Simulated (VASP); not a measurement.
# Nb (Fd-3m) in VASP: notebook, part 2 of 2

VASP 6.6.1. Earlier steps stand in the parts before.

## Step 4: Single point, r2SCAN

This run uses another cell than the first one, of 20.65 Å³/atom.

POSCAR reads:

```
Nb
1.0
    0.0000000000      2.7436243378      2.7436243378
    2.7436243378      0.0000000000      2.7436243378
    2.7436243378      2.7436243378      0.0000000000
Nb
2
Direct
    1.0000000000      1.0000000000      1.0000000000
    0.2500000000      0.2500000000      0.2500000000
```

INCAR.step1 reads:

```
SYSTEM = Nb
  PREC = Accurate
  ENCUT = 550
  ISMEAR = 1
  SIGMA = 0.05
  LREAL = .FALSE.
  LASPH = .TRUE.
  NELM = 120
  NBANDS = 20
  GGA = PE
  ALGO = Normal
  EDIFF = 1E-5
  LWAVE = .TRUE.
  LCHARG = .FALSE.
  GGA_COMPAT = .FALSE.
```

INCAR.step2 reads:

```
SYSTEM = Nb
  PREC = Accurate
  ENCUT = 550
  EDIFF = 1E-6
  ISMEAR = 1
  SIGMA = 0.05
  LREAL = .FALSE.
  LASPH = .TRUE.
  NELM = 120
  ALGO = Normal
  ISIF = 2
  LWAVE = .FALSE.
  LCHARG = .TRUE.
  METAGGA = R2SCAN
  LMIXTAU = .TRUE.
  LELF = .TRUE.
  LVHAR = .TRUE.
  NBANDS = 20
  ISTART = 1
  GGA_COMPAT = .FALSE.
```

KPOINTS reads:

```
regular mesh
0
G
  5 5 5
  0 0 0
```

Potentials or basis: VASP PAW PBE potentials, release 64 (Nb_sv).

On the command line:

```
cat potpaw_PBE.64/Nb_sv/POTCAR > POTCAR
cp INCAR.step1 INCAR
mpirun -np 1 vasp_std > vasp.out
cp INCAR.step2 INCAR
mpirun -np 1 vasp_std > vasp.out
```

OUTCAR:

```text
SYSTEM = Nb
   PREC = Accurate
   ENCUT = 550
   EDIFF = 1E-6
   ISMEAR = 1
   LREAL = .FALSE.
   LASPH = .TRUE.
   NELM = 120
   ISIF = 2
   METAGGA = R2SCAN
   ISTART = 1

 ion  position               nearest neighbor table
   1  0.000  0.000  0.000-   2 2.38   2 2.38   2 2.38   2 2.38
   2  0.250  0.250  0.250-   1 2.38   1 2.38   1 2.38   1 2.38

  LATTYP: Found a face centered cubic cell.
 ALAT       =     5.4872486756

  Lattice vectors:

 A1 = (   0.0000000000,   2.7436243378,   2.7436243378)
 A2 = (   2.7436243378,   0.0000000000,   2.7436243378)
 A3 = (   2.7436243378,   2.7436243378,   0.0000000000)

Analysis of symmetry for initial positions (statically):
=====================================================================
 Subroutine PRICEL returns:
 Original cell was already a primitive cell.

 Routine SETGRP: Setting up the symmetry group for a
 face centered cubic supercell.

 Subroutine GETGRP returns: Found 48 space group operations
 (whereof 24 operations were pure point group operations)
 out of a pool of 48 trial point group operations.

The static configuration has the point symmetry T_d .
 The point group associated with its full space group is O_h .

Analysis of symmetry for dynamics (positions and initial velocities):
=====================================================================
 Subroutine PRICEL returns:
 Original cell was already a primitive cell.

 Routine SETGRP: Setting up the symmetry group for a
 face centered cubic supercell.

 Subroutine GETGRP returns: Found 48 space group operations
 (whereof 24 operations were pure point group operations)
 out of a pool of 48 trial point group operations.

The dynamic configuration has the point symmetry T_d .
 The point group associated with its full space group is O_h .

 Subroutine INISYM returns: Found 48 space group operations
 (whereof 24 operations are pure point group operations),
 and found     1 'primitive' translations

----------------------------------------------------------------------------------------

                                     Primitive cell

  volume of cell :      41.3051

  direct lattice vectors                    reciprocal lattice vectors
     0.000000000  2.743624338  2.743624338    -0.182240693  0.182240693  0.182240693
     2.743624338  0.000000000  2.743624338     0.182240693 -0.182240693  0.182240693
     2.743624338  2.743624338  0.000000000     0.182240693  0.182240693 -0.182240693

  length of vectors
     3.880070749  3.880070749  3.880070749     0.315650139  0.315650139  0.315650139

  position of ions in fractional coordinates (direct lattice)
     0.000000000  0.000000000  0.000000000
     0.250000000  0.250000000  0.250000000

  ion indices of the primitive-cell ions
   primitive index   ion index
                 1           1
                 2           2

----------------------------------------------------------------------------------------

 KPOINTS: regular mesh

Automatic generation of k-mesh.
 Grid dimensions read from file:
 generate k-points for:    5    5    5

 Generating k-lattice:

  Cartesian coordinates                     Fractional coordinates (reciprocal lattice)
    -0.036448139  0.036448139  0.036448139     0.200000000  0.000000000  0.000000000
     0.036448139 -0.036448139  0.036448139     0.000000000  0.200000000  0.000000000
     0.036448139  0.036448139 -0.036448139     0.000000000  0.000000000  0.200000000

  Length of vectors
     0.063130028  0.063130028  0.063130028

  Shift w.r.t. Gamma in fractional coordinates (k-lattice)
     0.000000000  0.000000000  0.000000000

 Subroutine IBZKPT returns following result:
 ===========================================

 Found     10 irreducible k-points:

 Following reciprocal coordinates:
            Coordinates               Weight
  0.000000  0.000000  0.000000      1.000000
  0.200000  0.000000  0.000000      8.000000
  0.400000  0.000000  0.000000      8.000000
  0.200000  0.200000  0.000000      6.000000
  0.400000  0.200000  0.000000     24.000000
 -0.400000  0.200000  0.000000     24.000000
 -0.200000  0.200000  0.000000     12.000000
  0.400000  0.400000  0.000000      6.000000
 -0.400000  0.400000  0.000000     12.000000
 -0.400000  0.400000  0.200000     24.000000
   k-points           NKPTS =     10   k-points in BZ     NKDIM =     10   number of bands    NBANDS=     20
   number of dos      NEDOS =    301   number of ions     NIONS =      2
   total plane-waves  NPLWV =  27000
   dimension x,y,z NGX =    30 NGY =   30 NGZ =   30
   dimension x,y,z NGXF=    60 NGYF=   60 NGZF=   60
   ions per type =               2
   NGX,Y,Z   is equivalent  to a cutoff of  12.85, 12.85, 12.85 a.u.
   NGXF,Y,Z  is equivalent  to a cutoff of  25.71, 25.71, 25.71 a.u.
 SYSTEM =  Nb
   PREC   = accura    normal or accurate (medium, high low for compatibility)
   ISTART =      1    job   : 0-new  1-cont  2-samecut
   ICHARG =      0    charge: 1-file 2-atom 10-const
   ISPIN  =      1    spin polarized calculation?
   LNONCOLLINEAR =      F non collinear calculations
   LSORBIT =      F    spin-orbit coupling
   LASPH  =      T    aspherical Exc in radial PAW
   ENCUT  =  550.0 eV  40.42 Ry    6.36 a.u.   7.42  7.42  7.42*2*pi/ulx,y,z
   NELM   =    120;   NELMIN=  2; NELMDL=  0     # of ELM steps
   EDIFF  = 0.1E-05   stopping-criterion for ELM
   LREAL  =      F    real-space projection
   EDIFFG = 0.1E-04   stopping-criterion for IOM
   NSW    =      0    number of steps for IOM
   IBRION =     -1    ionic relax: 0-MD 1-quasi-New 2-CG
   NFREE  =      0    steps in history (QN), initial steepest desc. (CG)
   ISIF   =      2    stress and relaxation
   ISYM   =      2    0-nonsym 1-usesym 2-fastsym
   POTIM  = 0.5000    time-step for ionic-motion
   TEBEG  =    0.0;   TEEND  =   0.0 temperature during run
   PSTRESS=    0.0 pullay stress
   NELECT =      26.0000    total number of electrons
   NUPDOWN=      -1.0000    fix difference up-down
   EMIN   =  10.00;   EMAX   =-10.00  energy-range for DOS
   EFERMI =   0.00;   METHOD = LEGACY
   ISMEAR =     1;   SIGMA  =   0.05  broadening in eV -4-tet -1-fermi 0-gaus
   EFERMI_NEDOS =   21; number of points for ismear=-14 and -15
   IALGO  =     38    algorithm
   IMIX   =      4    mixing-type and parameters
     AMIX     =   0.40;   BMIX     =  1.00
     AMIX_MAG =   1.60;   BMIX_MAG =  1.00
  volume/ion in A,a.u.               =      20.65       139.37
  Fermi-wavevector in a.u.,A,eV,Ry     =   1.403022  2.651328 26.782689  1.968472
  Thomas-Fermi vector in A             =   2.525726
   LORBIT       =      0    0 simple, 1 ext, 2 COOP (PROOUT), +10 PAW based schemes
   METAGGA = R2SCAN    functional components
   LHFCALC =     F    Hartree Fock is set to
   AEXX    =    0.0000 exact exchange contribution
   IVDW    =     0    specifies the selected vdW correction
   LEPSILON=     F    determine dielectric tensor
   LRPA    =     F    only Hartree local field effects (RPA)
 non-spin polarized calculation
 Methfessel and Paxton  Order N= 1 SIGMA  =   0.05
  energy-cutoff  :      550.00
  volume of cell :       41.31
 maximum number of plane-waves:      1243
 NGX is ok and might be reduce to    30
   NGX = 15   NGY = 15   NGZ = 15

 number of electron      26.0000003 magnetization

 Free energy of the ion-electron system (eV)
  ---------------------------------------------------
  ext. energy  EPLUGINS =         0.00000000
  ---------------------------------------------------
  free energy    TOTEN  =       -43.71810392 eV

  energy without entropy =      -43.71302499  energy(sigma->0) =      -43.71641095

 E-fermi :   9.3443     XC(G=0): -12.2157

 val. band max:        9.3236668932   @ k =   0.4000   0.4000   0.0000
 cond. band min:       9.3454570975   @ k =  -0.4000   0.2000   0.0000
 fundamental gap:      0.0217902043
 Fermi energy:         9.3443104432

 k-point     1 :       0.0000    0.0000    0.0000
  band No.  band energies     occupation
      1     -47.2377      2.00000
      2     -45.7302      2.00000
      3     -23.1128      2.00000
      4     -23.1128      2.00000
      5     -23.1128      2.00000
      6     -21.1392      2.00000
[... 12 lines left out ...]
     19      16.2023      0.00000
     20      21.3279      0.00000
[... 185 lines left out ...]
 k-point    10 :      -0.4000    0.4000    0.2000
  band No.  band energies     occupation
      1     -46.6983      2.00000
      2     -46.3229      2.00000
      3     -23.6475      2.00000
      4     -23.5466      2.00000
      5     -22.4282      2.00000
      6     -21.7520      2.00000
[... 12 lines left out ...]
     19      15.9959      0.00000
     20      16.7914      0.00000

------------------------ aborting loop because EDIFF is reached ----------------------------------------

  FORCE on cell =-STRESS in cart. coord.  units (eV):
  Direction    XX          YY          ZZ          XY          YZ          ZX
  --------------------------------------------------------------------------------------
  -------------------------------------------------------------------------------------
  Total        5.2788248      5.2788248      5.2788248      0.0000000      0.0000000     -0.0000000
  in kB      204.7594222    204.7594222    204.7594222      0.0000000      0.0000000     -0.0000000
  external PRESSURE =     204.7594222 kB  Pullay stress =       0.0000000 kB

 VOLUME and BASIS-vectors are now :
 -----------------------------------------------------------------------------
  energy-cutoff  :      550.00
  volume of cell :       41.31
      direct lattice vectors                 reciprocal lattice vectors
     0.000000000  2.743624338  2.743624338    -0.182240693  0.182240693  0.182240693
     2.743624338  0.000000000  2.743624338     0.182240693 -0.182240693  0.182240693
     2.743624338  2.743624338  0.000000000     0.182240693  0.182240693 -0.182240693

 POSITION                                       TOTAL-FORCE (eV/Angst)
 -----------------------------------------------------------------------------------
      0.00000      0.00000      0.00000         0.000000      0.000000      0.000000
      1.37181      1.37181      1.37181        -0.000000     -0.000000     -0.000000
 -----------------------------------------------------------------------------------
    total drift:                                0.000000     -0.000000      0.000000

  FREE ENERGIE OF THE ION-ELECTRON SYSTEM (eV)
  ---------------------------------------------------
  free  energy   TOTEN  =       -43.7181039240 eV

  energy  without entropy=      -43.7130249895  energy(sigma->0) =      -43.71641095
```

Run time: 30 s. Hardware: 1 thread of Intel Xeon 6975P-C (Granite Rapids), shared host; peak memory 0.16 GiB.

Results:

```
Free energy            : -43.7181 eV
Pressure               : 20.5 GPa
Band gap on the k mesh : zero (bands 13 and 14 overlap by 1.90 eV)
```

Caveat: the k points lie up to 0.40 Å⁻¹ apart, too coarse for converged energies and pressures of a metal; the PAW data sets were made with another functional, which shifts forces and pressure a little.

## Step 5: Single point, r2SCAN

This run uses another cell than the first one, of 25.47 Å³/atom.

POSCAR reads:

```
Nb
1.0
    0.0000000000      2.9423148954      2.9423148954
    2.9423148954      0.0000000000      2.9423148954
    2.9423148954      2.9423148954      0.0000000000
Nb
2
Direct
    1.0000000000      1.0000000000      1.0000000000
    0.2500000000      0.2500000000      0.2500000000
```

INCAR.step1 reads:

```
SYSTEM = Nb
ALGO = Normal ; EDIFF = 1E-5
ENCUT = 550 ; GGA = PE
GGA_COMPAT = .False. ; ISMEAR = 1
LASPH = .True. ; LCHARG = .False.
LREAL = .False. ; LWAVE = .True.
NBANDS = 20 ; NELM = 120
PREC = Accurate ; SIGMA = 0.05
```

INCAR.step2 reads:

```
SYSTEM = Nb
ALGO = Normal ; EDIFF = 1E-6
ENCUT = 550 ; GGA_COMPAT = .False.
ISIF = 2 ; ISMEAR = 1
ISTART = 1 ; LASPH = .True.
LCHARG = .True. ; LELF = .True.
LMIXTAU = .True. ; LREAL = .False.
LVHAR = .True. ; LWAVE = .False.
METAGGA = R2SCAN ; NBANDS = 20
NELM = 120 ; PREC = Accurate
SIGMA = 0.05
```

KPOINTS reads:

```
k-points
0
Gamma
  5 5 5
  0 0 0
```

Potentials or basis: VASP PAW PBE potentials, release 64 (Nb_sv).

On the command line:

```
cat potpaw_PBE.64/Nb_sv/POTCAR > POTCAR
cp INCAR.step1 INCAR
mpirun -np 1 vasp_std > vasp.out
cp INCAR.step2 INCAR
mpirun -np 1 vasp_std > vasp.out
```

OUTCAR:

```text
SYSTEM = Nb
   EDIFF = 1E-6
   ENCUT = 550
   ISIF = 2
   ISMEAR = 1
   ISTART = 1
   LASPH = .True.
   LREAL = .False.
   METAGGA = R2SCAN
   NELM = 120
   PREC = Accurate

 ion  position               nearest neighbor table
   1  0.000  0.000  0.000-   2 2.55   2 2.55   2 2.55   2 2.55
   2  0.250  0.250  0.250-   1 2.55   1 2.55   1 2.55   1 2.55

  LATTYP: Found a face centered cubic cell.
 ALAT       =     5.8846297908

  Lattice vectors:

 A1 = (   0.0000000000,   2.9423148954,   2.9423148954)
 A2 = (   2.9423148954,   0.0000000000,   2.9423148954)
 A3 = (   2.9423148954,   2.9423148954,   0.0000000000)

Analysis of symmetry for initial positions (statically):
=====================================================================
 Subroutine PRICEL returns:
 Original cell was already a primitive cell.

 Routine SETGRP: Setting up the symmetry group for a
 face centered cubic supercell.

 Subroutine GETGRP returns: Found 48 space group operations
 (whereof 24 operations were pure point group operations)
 out of a pool of 48 trial point group operations.

The static configuration has the point symmetry T_d .
 The point group associated with its full space group is O_h .

Analysis of symmetry for dynamics (positions and initial velocities):
=====================================================================
 Subroutine PRICEL returns:
 Original cell was already a primitive cell.

 Routine SETGRP: Setting up the symmetry group for a
 face centered cubic supercell.

 Subroutine GETGRP returns: Found 48 space group operations
 (whereof 24 operations were pure point group operations)
 out of a pool of 48 trial point group operations.

The dynamic configuration has the point symmetry T_d .
 The point group associated with its full space group is O_h .

 Subroutine INISYM returns: Found 48 space group operations
 (whereof 24 operations are pure point group operations),
 and found     1 'primitive' translations

[... 94 lines left out ...]
   ISMEAR =     1;   SIGMA  =   0.05  broadening in eV -4-tet -1-fermi 0-gaus
   EFERMI_NEDOS =   21; number of points for ismear=-14 and -15
   IALGO  =     38    algorithm
   IMIX   =      4    mixing-type and parameters
     AMIX     =   0.40;   BMIX     =  1.00
     AMIX_MAG =   1.60;   BMIX_MAG =  1.00
  volume/ion in A,a.u.               =      25.47       171.90
  Fermi-wavevector in a.u.,A,eV,Ry     =   1.308278  2.472287 23.287624  1.711592
  Thomas-Fermi vector in A             =   2.438956
   LORBIT       =      0    0 simple, 1 ext, 2 COOP (PROOUT), +10 PAW based schemes
   METAGGA = R2SCAN    functional components
   LHFCALC =     F    Hartree Fock is set to
   AEXX    =    0.0000 exact exchange contribution
   IVDW    =     0    specifies the selected vdW correction
   LEPSILON=     F    determine dielectric tensor
   LRPA    =     F    only Hartree local field effects (RPA)
 non-spin polarized calculation
 Methfessel and Paxton  Order N= 1 SIGMA  =   0.05
  energy-cutoff  :      550.00
  volume of cell :       50.94
 maximum number of plane-waves:      1504
   NGX = 15   NGY = 15   NGZ = 15

 number of electron      26.0000003 magnetization

 Free energy of the ion-electron system (eV)
  ---------------------------------------------------
  ext. energy  EPLUGINS =         0.00000000
  ---------------------------------------------------
  free energy    TOTEN  =       -44.26905861 eV

  energy without entropy =      -44.26718774  energy(sigma->0) =      -44.26843499

 E-fermi :   6.9190     XC(G=0): -11.1043

 val. band max:        6.9048531596   @ k =  -0.4000   0.4000   0.2000
 cond. band min:       6.9532165936   @ k =  -0.4000   0.2000   0.0000
 fundamental gap:      0.0483634340
 Fermi energy:         6.9190052727

 k-point     1 :       0.0000    0.0000    0.0000
  band No.  band energies     occupation
      1     -49.4196      2.00000
      2     -48.6424      2.00000
      3     -25.1576      2.00000
      4     -25.1576      2.00000
      5     -25.1576      2.00000
      6     -23.9227      2.00000
[... 219 lines left out ...]
     19      12.3695      0.00000
     20      12.9467      0.00000

------------------------ aborting loop because EDIFF is reached ----------------------------------------

  FORCE on cell =-STRESS in cart. coord.  units (eV):
  Direction    XX          YY          ZZ          XY          YZ          ZX
  --------------------------------------------------------------------------------------
  -------------------------------------------------------------------------------------
  Total        0.0257758      0.0257758      0.0257758      0.0000000     -0.0000000     -0.0000000
  in kB        0.8106361      0.8106361      0.8106361      0.0000000     -0.0000000     -0.0000000
  external PRESSURE =       0.8106361 kB  Pullay stress =       0.0000000 kB

 VOLUME and BASIS-vectors are now :
 -----------------------------------------------------------------------------
  energy-cutoff  :      550.00
  volume of cell :       50.94
      direct lattice vectors                 reciprocal lattice vectors
     0.000000000  2.942314895  2.942314895    -0.169934225  0.169934225  0.169934225
     2.942314895  0.000000000  2.942314895     0.169934225 -0.169934225  0.169934225
     2.942314895  2.942314895  0.000000000     0.169934225  0.169934225 -0.169934225

 POSITION                                       TOTAL-FORCE (eV/Angst)
 -----------------------------------------------------------------------------------
      0.00000      0.00000      0.00000         0.000000      0.000000      0.000000
      1.47116      1.47116      1.47116        -0.000000     -0.000000     -0.000000
 -----------------------------------------------------------------------------------
    total drift:                               -0.000000      0.000000      0.000000

  FREE ENERGIE OF THE ION-ELECTRON SYSTEM (eV)
  ---------------------------------------------------
  free  energy   TOTEN  =       -44.2690586115 eV

  energy  without entropy=      -44.2671877433  energy(sigma->0) =      -44.26843499
```

OSZICAR.step1:

```text
N       E                     dE             d eps       ncg     rms          rms(c)
DAV:   1     0.311174900651E+03    0.31117E+03   -0.14839E+04   400   0.135E+03
DAV:   2     0.670800865921E+01   -0.30447E+03   -0.29643E+03   484   0.520E+02
DAV:   3    -0.145289714686E+02   -0.21237E+02   -0.20504E+02   760   0.103E+02
DAV:   4    -0.153187293539E+02   -0.78976E+00   -0.77971E+00   532   0.175E+01
DAV:   5    -0.153726779174E+02   -0.53949E-01   -0.53734E-01   708   0.436E+00    0.782E+00
DAV:   6    -0.152621966066E+02    0.11048E+00   -0.49657E-01   620   0.641E+00    0.346E+00
DAV:   7    -0.152846150719E+02   -0.22418E-01   -0.11688E-01   704   0.348E+00    0.122E+00
DAV:   8    -0.152956235433E+02   -0.11008E-01   -0.34948E-02   664   0.165E+00    0.225E-01
DAV:   9    -0.152954911414E+02    0.13240E-03   -0.24399E-03   616   0.325E-01    0.160E-01
DAV:  10    -0.152955975031E+02   -0.10636E-03   -0.34231E-04   516   0.211E-01    0.145E-02
DAV:  11    -0.152955959444E+02    0.15586E-05   -0.13113E-05   396   0.286E-02
   1 F= -.15295596E+02 E0= -.15294651E+02  d E =-.283428E-02
```

Wall time 24 s (1 thread of Intel Xeon 6975P-C (Granite Rapids), shared host); peak memory 0.17 GiB.

Results:

```
Free energy            : -44.2691 eV
Pressure               : 0.1 GPa
Band gap on the k mesh : zero (bands 13 and 14 overlap by 0.93 eV)
```

Caveat: the k points lie up to 0.37 Å⁻¹ apart, too coarse for converged energies and pressures of a metal; the PAW data sets were made with another functional, which shifts forces and pressure a little.

## Step 6: Summary

| cell | gap on the mesh (eV) | pressure (GPa) |
| --- | --- | --- |
| a = 3.634 Å, angles 60.0°, 2 atoms | none | 60.4 |
| a = 3.725 Å, angles 60.0°, 2 atoms | none | 40.2 |
| a = 3.880 Å, angles 60.0°, 2 atoms | none | 20.5 |
| a = 4.161 Å, angles 60.0°, 2 atoms | none | 0.1 |

Alike in all rows: task single point; level r2SCAN; potentials or basis VASP PAW PBE potentials, release 64 (Nb_sv); no spin polarisation; k mesh 5 × 5 × 5; cutoff (eV) 550; smearing methfessel-paxton 0.05 eV.

Caveats: all runs use coarse meshes; the PAW data sets were made with another functional, which shifts forces and pressure a little.

Total energies depend on the potentials used, so only differences within one code and one set of settings carry meaning.
